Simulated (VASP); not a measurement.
Here is a VASP 6.6.1 calculation.

File INCAR:

```
ALGO = Fast
EDIFF = 1E-6
ENCUT = 520
ISIF = 2
ISMEAR = 0
LASPH = True
LCHARG = True
LELF = True
LREAL = False
LVHAR = True
LWAVE = False
NBANDS = 31
NELM = 100
PREC = Accurate
SIGMA = 0.15
```

File KPOINTS:

```
k-points
0
Gamma
  10 8 8
```

Contents of POSCAR:

```
TiAl3
1.0
   -3.9105245017      0.0000000000      0.0000000000
    0.0000000000      3.9105245017      3.9105245017
    0.0000000000      3.9105245017     -3.9105245017
Ti Al
2 6
Direct
    0.0000000000      0.4933001315      0.4933001315
    0.0000000000      0.0066998685      0.0066998685
    0.5000000000      0.7407940738      0.7592059262
    0.5000000000      0.2592059262      0.2407940738
    0.5000000000      0.7407940738      0.2407940738
    0.5000000000      0.2592059262      0.7592059262
    0.0000000000      0.5045113525     -0.0045113525
    0.0000000000     -0.0045113525      0.5045113525
```

Potentials or basis: VASP PAW LDA potentials, release 64 (Ti_sv, Al).

Launch:

```console
$ cat potpaw_LDA.64/Ti_sv/POTCAR potpaw_LDA.64/Al/POTCAR > POTCAR
$ mpirun -np 1 vasp_std > vasp.out
```

Q: Estimate the band gap on the k mesh.

A: Zero (bands 21 and 22 overlap by 0.89 eV).

Q: Estimate the pressure.

A: 0.7 GPa.

Forces in eV/Å, atoms in the order of the input:
```
Ti   0.000  0.292 -0.014
Ti   0.000 -0.292 -0.014
Al   0.000  0.000  0.694
Al   0.000  0.000 -0.655
Al   0.000  0.673  0.007
Al   0.000 -0.673  0.007
Al   0.000  0.000 -0.121
Al   0.000  0.000  0.097
```

Caveat: the cell differs from its parent crystal (atoms displaced along several vibrational modes).
